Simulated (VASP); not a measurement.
# Ca17S16 (a cell with a defect) in VASP: further runs

The runs below take Ca17S16 (a cell with a defect) through relaxation of the atoms, single point, with PBE.

Program: VASP 6.6.1. These are calculated values, not measurements. Logs are shortened: lines on timing, memory, paths and dates and some standing lists are left out, and cuts for length are marked.

### Step 1. The cell of the first run

The cell holds a defect, 33 atoms: a = 9.893 Å, b = 9.893 Å, c = 9.893 Å, α = 109.47°, β = 109.47°, γ = 109.47°.

### Step 2. Relaxation of the atoms, PBE (with an interstitial atom)

Contents of INCAR:

```
PREC = Accurate
ENCUT = 450
EDIFF = 1E-7
ISMEAR = 0
SIGMA = 0.01
LREAL = Auto
LASPH = True
NELM = 120
ALGO = Normal
ISIF = 2
LWAVE = False
LCHARG = False
GGA = PE
IBRION = 2
NSW = 65
EDIFFG = -0.025
GGA_COMPAT = False
NELMIN = 4
KPAR = 2
NCORE = 2
```

Contents of KPOINTS:

```
Automatic mesh
0
Gamma
  2 2 2
  0.5 0.5 0.5
```

Contents of POSCAR:

```
Ca17S16
1.0
    5.7117999112      5.7117999112      5.7117999112
   -5.7117999112     -5.7117999112      5.7117999112
    5.7117999112     -5.7117999112     -5.7117999112
Ca S
17 16
Direct
    0.2500000000      0.2500000000      0.5000000000
    0.5000000000      0.0000000000      0.5000000000
    0.2500000000      0.5000000000      0.2500000000
    0.5000000000      0.2500000000      0.2500000000
    0.7500000000      0.0000000000      0.2500000000
    0.7500000000      0.7500000000      0.5000000000
    0.0000000000      0.5000000000      0.5000000000
    0.2500000000      1.0000000000      0.7500000000
    0.2500000000      0.7500000000      0.0000000000
    0.5000000000      0.5000000000      0.0000000000
    0.7500000000      0.2500000000      0.0000000000
    0.0000000000      0.0000000000      0.0000000000
    0.0000000000      0.7500000000      0.2500000000
    0.5000000000      0.7500000000      0.7500000000
    0.7500000000      0.5000000000      0.7500000000
    0.0000000000      0.2500000000      0.7500000000
    0.2500000000      0.0000000000      0.0000000000
    0.5000000000      0.2500000000      0.7500000000
    0.7500000000      0.0000000000      0.7500000000
    0.5000000000      0.5000000000      0.5000000000
    0.7500000000      0.2500000000      0.5000000000
    0.0000000000      0.0000000000      0.5000000000
    0.0000000000      0.7500000000      0.7500000000
    0.2500000000      0.5000000000      0.7500000000
    0.5000000000      0.0000000000      0.0000000000
    0.5000000000      0.7500000000      0.2500000000
    0.7500000000      0.5000000000      0.2500000000
    0.0000000000      0.2500000000      0.2500000000
    0.2500000000      0.0000000000      0.2500000000
    0.2500000000      0.7500000000      0.5000000000
    0.7500000000      0.7500000000      0.0000000000
    0.0000000000      0.5000000000      0.0000000000
    0.2500000000      0.2500000000      0.0000000000
```

Potentials or basis: VASP PAW PBE potentials, release 64 (Ca_sv, S).

Started as:

```bash
cat potpaw_PBE.64/Ca_sv/POTCAR potpaw_PBE.64/S/POTCAR > POTCAR
mpirun -np 4 vasp_std > vasp.out
```

OUTCAR:

```text
PREC = Accurate
   ENCUT = 450
   EDIFF = 1E-7
   ISMEAR = 0
   LREAL = Auto
   LASPH = True
   NELM = 120
   ISIF = 2
   GGA = PE
   IBRION = 2
   NSW = 65
   EDIFFG = -0.025
   NELMIN = 4

 ion  position               nearest neighbor table
   1  0.250  0.250  0.500-  18 2.86  20 2.86  22 2.86  24 2.86  28 2.86  29 2.86
   2  0.500  0.000  0.500-  18 2.86  19 2.86  21 2.86  26 2.86  29 2.86  30 2.86
   3  0.250  0.500  0.250-  20 2.86  26 2.86  28 2.86  30 2.86  32 2.86  33 2.86
   4  0.500  0.250  0.250-  17 2.47  20 2.86  21 2.86  25 2.86  27 2.86  29 2.86  33 2.86
   5  0.750  0.000  0.250-  21 2.86  22 2.86  25 2.86  26 2.86  28 2.86  31 2.86
   6  0.750  0.750  0.500-  19 2.86  20 2.86  22 2.86  23 2.86  26 2.86  27 2.86
   7  0.000  0.500  0.500-  21 2.86  23 2.86  24 2.86  27 2.86  28 2.86  30 2.86
   8  0.250  0.000  0.750-  17 2.47  18 2.86  22 2.86  23 2.86  25 2.86  30 2.86  33 2.86
   9  0.250  0.750  0.000-  17 2.47  23 2.86  24 2.86  25 2.86  26 2.86  29 2.86  32 2.86
  10  0.500  0.500  0.000-  18 2.86  24 2.86  26 2.86  27 2.86  31 2.86  33 2.86
  11  0.750  0.250  0.000-  18 2.86  19 2.86  25 2.86  27 2.86  28 2.86  32 2.86
  12  0.000  0.000  0.000-  17 2.47  19 2.86  23 2.86  28 2.86  29 2.86  31 2.86  33 2.86
  13  0.000  0.750  0.250-  22 2.86  27 2.86  29 2.86  30 2.86  31 2.86  32 2.86
  14  0.500  0.750  0.750-  19 2.86  20 2.86  24 2.86  25 2.86  30 2.86  31 2.86
  15  0.750  0.500  0.750-  18 2.86  20 2.86  21 2.86  23 2.86  31 2.86  32 2.86
  16  0.000  0.250  0.750-  19 2.86  21 2.86  22 2.86  24 2.86  32 2.86  33 2.86
  17  0.250  0.000  0.000-   4 2.47   8 2.47   9 2.47  12 2.47  23 2.47  25 2.47  29 2.47  33 2.47

  18  0.500  0.250  0.750-   1 2.86   2 2.86   8 2.86  10 2.86  11 2.86  15 2.86
  19  0.750  0.000  0.750-   2 2.86   6 2.86  11 2.86  12 2.86  14 2.86  16 2.86
  20  0.500  0.500  0.500-   1 2.86   3 2.86   4 2.86   6 2.86  14 2.86  15 2.86
  21  0.750  0.250  0.500-   2 2.86   4 2.86   5 2.86   7 2.86  15 2.86  16 2.86
  22  0.000  0.000  0.500-   1 2.86   5 2.86   6 2.86   8 2.86  13 2.86  16 2.86
  23  0.000  0.750  0.750-  17 2.47   7 2.86   8 2.86   9 2.86  12 2.86  15 2.86   6 2.86
  24  0.250  0.500  0.750-   1 2.86   7 2.86   9 2.86  10 2.86  14 2.86  16 2.86
  25  0.500  0.000  0.000-  17 2.47   5 2.86   8 2.86   9 2.86  11 2.86  14 2.86   4 2.86
  26  0.500  0.750  0.250-   2 2.86   3 2.86   5 2.86   6 2.86   9 2.86  10 2.86
  27  0.750  0.500  0.250-   4 2.86   6 2.86   7 2.86  10 2.86  11 2.86  13 2.86
  28  0.000  0.250  0.250-   1 2.86   3 2.86   5 2.86   7 2.86  11 2.86  12 2.86
  29  0.250  0.000  0.250-  17 2.47   2 2.86   4 2.86   9 2.86  12 2.86  13 2.86   1 2.86
  30  0.250  0.750  0.500-   2 2.86   3 2.86   7 2.86   8 2.86  13 2.86  14 2.86
  31  0.750  0.750  0.000-   5 2.86  10 2.86  12 2.86  13 2.86  14 2.86  15 2.86
  32  0.000  0.500  0.000-   3 2.86   9 2.86  11 2.86  13 2.86  15 2.86  16 2.86
  33  0.250  0.250  0.000-  17 2.47   4 2.86   8 2.86  10 2.86  12 2.86  16 2.86   3 2.86

  LATTYP: Found a body centered cubic cell.
 ALAT       =    11.4235998224

  Lattice vectors:

 A1 = (   5.7117999112,   5.7117999112,   5.7117999112)
 A2 = (  -5.7117999112,  -5.7117999112,   5.7117999112)
 A3 = (   5.7117999112,  -5.7117999112,  -5.7117999112)

Analysis of symmetry for initial positions (statically):
=====================================================================
 Subroutine PRICEL returns:
 Original cell was already a primitive cell.

 Routine SETGRP: Setting up the symmetry group for a
 body centered cubic supercell.

 Subroutine GETGRP returns: Found 24 space group operations
 (whereof  6 operations were pure point group operations)
 out of a pool of 48 trial point group operations.

The static configuration has the point symmetry C_3v.
 The point group associated with its full space group is T_d .

Analysis of symmetry for dynamics (positions and initial velocities):
=====================================================================
 Subroutine PRICEL returns:
[... 45 lines left out ...]
   LHFCALC =     F    Hartree Fock is set to
   AEXX    =    0.0000 exact exchange contribution
   IVDW    =     0    specifies the selected vdW correction
   LEPSILON=     F    determine dielectric tensor
   LRPA    =     F    only Hartree local field effects (RPA)
 conjugate gradient relaxation of ions
 non-spin polarized calculation
 Gauss-broadening in eV      SIGMA  =   0.01
  energy-cutoff  :      450.00
  volume of cell :      745.38
 maximum number of plane-waves:     16196
 NGX is ok and might be reduce to    70
   NGX = 35   NGY = 35   NGZ = 35

--------------------------------------- Ionic step        1  -------------------------------------------

 number of electron     266.0000135 magnetization

 Free energy of the ion-electron system (eV)
  ---------------------------------------------------
  ext. energy  EPLUGINS =         0.00000000
  ---------------------------------------------------
  free energy    TOTEN  =      -161.10426541 eV

  energy without entropy =     -161.10040885  energy(sigma->0) =     -161.10233713

------------------------ aborting loop because EDIFF is reached ----------------------------------------

  FORCE on cell =-STRESS in cart. coord.  units (eV):
  Direction    XX          YY          ZZ          XY          YZ          ZX
  --------------------------------------------------------------------------------------
  -------------------------------------------------------------------------------------
  Total       11.1141678     11.1141678     11.1141678      0.0000000     -0.0000000     -0.0000000
  in kB       23.8895838     23.8895838     23.8895838      0.0000000     -0.0000000     -0.0000000
  external PRESSURE =      23.8895838 kB  Pullay stress =       0.0000000 kB
[... 182 lines left out ...]
  FREE ENERGIE OF THE ION-ELECTRON SYSTEM (eV)
  ---------------------------------------------------
  free  energy   TOTEN  =      -163.1963729144 eV

  energy  without entropy=     -163.1925163564  energy(sigma->0) =     -163.19444464

[... ionic steps 4 to 8 ...]

--------------------------------------- Ionic step        9  -------------------------------------------

 number of electron     266.0000020 magnetization

------------------------ aborting loop because EDIFF is reached ----------------------------------------
[... 129 lines left out ...]
--------------------------------------- Ionic step       11  -------------------------------------------

 number of electron     266.0000025 magnetization

 Free energy of the ion-electron system (eV)
  ---------------------------------------------------
  ext. energy  EPLUGINS =         0.00000000
  ---------------------------------------------------
  free energy    TOTEN  =      -163.47352077 eV

  energy without entropy =     -163.46966421  energy(sigma->0) =     -163.47159249

 E-fermi :   5.9096     XC(G=0):  -9.4266

 val. band max:        5.3780703517   @ k =  -0.2500   0.2500   0.2500
 cond. band min:       5.9125972490   @ k =  -0.2500   0.2500   0.2500
 fundamental gap:      0.5345268973
 Fermi energy:         5.9095515470

 k-point     1 :       0.2500    0.2500    0.2500
  band No.  band energies     occupation
      1     -36.4591      2.00000
      2     -36.4330      2.00000
      3     -36.4330      2.00000
      4     -36.4330      2.00000
      5     -36.1862      2.00000
      6     -36.1087      2.00000
[... 137 lines left out ...]
    144       6.7651      0.00000
    145       6.7920      0.00000

 k-point     2 :      -0.2500    0.2500    0.2500
  band No.  band energies     occupation
      1     -36.4591      2.00000
      2     -36.4330      2.00000
      3     -36.4330      2.00000
      4     -36.4330      2.00000
      5     -36.1862      2.00000
      6     -36.1109      2.00000
[... 137 lines left out ...]
    144       7.1373      0.00000
    145       7.4015      0.00000
 [bands above 145 left out]

------------------------ aborting loop because EDIFF is reached ----------------------------------------

  FORCE on cell =-STRESS in cart. coord.  units (eV):
  Direction    XX          YY          ZZ          XY          YZ          ZX
  --------------------------------------------------------------------------------------
  -------------------------------------------------------------------------------------
  Total       11.2186681     11.2186681     11.2186681      0.0000000      0.0000000      0.0000000
  in kB       24.1142042     24.1142042     24.1142042      0.0000000      0.0000000      0.0000000
  external PRESSURE =      24.1142042 kB  Pullay stress =       0.0000000 kB
[... 48 lines left out ...]
  FREE ENERGIE OF THE ION-ELECTRON SYSTEM (eV)
  ---------------------------------------------------
  free  energy   TOTEN  =      -163.4735207717 eV

  energy  without entropy=     -163.4696642137  energy(sigma->0) =     -163.47159249

 reached required accuracy - stopping structural energy minimisation
```

Wall time 32 min (4 MPI ranks of Intel Xeon Platinum 8375C at 2.90GHz (Ice Lake), shared host); peak memory 0.51 GiB.

Results:

```yaml
Free_energy: -163.4735 eV
Energy_gained_by_relaxing: 71.8 meV/atom
Ionic_steps: 11
Pressure_after_relaxing: 2.4 GPa
Largest_force_after_relaxing: 0.004 eV/Å
Band_gap_on_the_k_mesh: zero (bands 133 and 134 overlap by 0.38 eV)
```

Forces on the atoms (eV/Å):
```
Ca   0.000 -0.003  0.000
Ca   0.003  0.000  0.000
Ca   0.000 -0.003  0.000
Ca  -0.002  0.002 -0.002
Ca   0.003  0.000  0.000
Ca  -0.003  0.000  0.000
Ca   0.000  0.003  0.000
Ca   0.002 -0.002 -0.002
Ca  -0.002 -0.002  0.002
Ca   0.000  0.000  0.003
Ca   0.000  0.000  0.003
Ca   0.002  0.002  0.002
Ca   0.000  0.000 -0.003
Ca   0.000  0.003  0.000
Ca   0.000  0.000 -0.003
Ca  -0.003  0.000  0.000
Ca   0.000  0.000  0.000
S   -0.003  0.003 -0.001
S    0.001 -0.003 -0.003
S    0.003  0.001  0.003
S   -0.001 -0.003  0.003
S    0.001  0.003  0.003
S   -0.001  0.001 -0.001
S    0.003 -0.001 -0.003
S    0.001  0.001  0.001
S   -0.001  0.003 -0.003
S    0.003 -0.003 -0.001
S   -0.003  0.001 -0.003
S    0.001 -0.001 -0.001
S   -0.003 -0.001  0.003
S   -0.003 -0.003  0.001
S    0.003  0.003  0.001
S   -0.001 -0.001  0.001
```

Step by step:
```csv
step,energy change (eV),largest force (eV/Å),pressure (GPa)
1,0.0000,2.8755,2.39
2,-1.4061,1.6690,2.02
3,-2.0921,0.5005,2.32
4,-2.1028,0.4309,2.24
5,-2.2397,0.2337,2.27
6,-2.3119,0.1439,2.37
7,-2.3396,0.1011,2.38
8,-2.3632,0.0722,2.40
9,-2.3683,0.0286,2.42
10,-2.3684,0.0325,2.43
11,-2.3693,0.0038,2.41
```

Final structure:
```
Ca S
1.0
     5.71180    5.71180    5.71180
    -5.71180   -5.71180    5.71180
     5.71180   -5.71180   -5.71180
Ca S
17 16
Cartesian
  2.8218 -2.8641 0.0341
  5.7200 0.0341 0.0341
  0.0341 -2.8641 2.8218
  3.1048 -0.2489 3.1048
  5.7200 2.8218 2.8218
  2.8477 -2.8900 5.7459
  0.0341 -5.7036 0.0341
  5.4629 -2.6070 -2.6070
  -2.6070 -2.6070 5.4629
  0.0341 0.0341 5.7200
  2.8218 2.8218 5.7200
  5.4629 5.4629 5.4629
  2.8218 0.0341 8.5595
  2.8218 -5.7036 2.8218
  5.7459 -2.8900 2.8477
  8.5595 0.0341 2.8218
  1.4279 1.4279 1.4279
  5.6881 -2.8322 0.0613
  8.5064 -0.0237 -0.0237
  2.8796 -2.9172 2.8796
  5.7731 -0.0237 2.8796
  8.5064 2.8796 2.8796
  5.6715 -2.8156 5.6715
  2.8796 -5.6505 -0.0237
  -2.8156 -2.8156 8.6080
  0.0613 -2.8322 5.6881
  2.8796 -0.0237 5.7731
  5.6881 2.7946 5.6881
  2.8962 -0.0403 -0.0403
  -0.0237 -5.6505 2.8796
  -0.0237 -0.0237 8.5064
  2.8796 2.8796 8.5064
  -0.0403 -0.0403 2.8962
```

Caveat: the k points lie up to 0.39 Å⁻¹ apart; the cell differs from its parent crystal (with an interstitial atom).

(Part 1 of 2 ends here.)
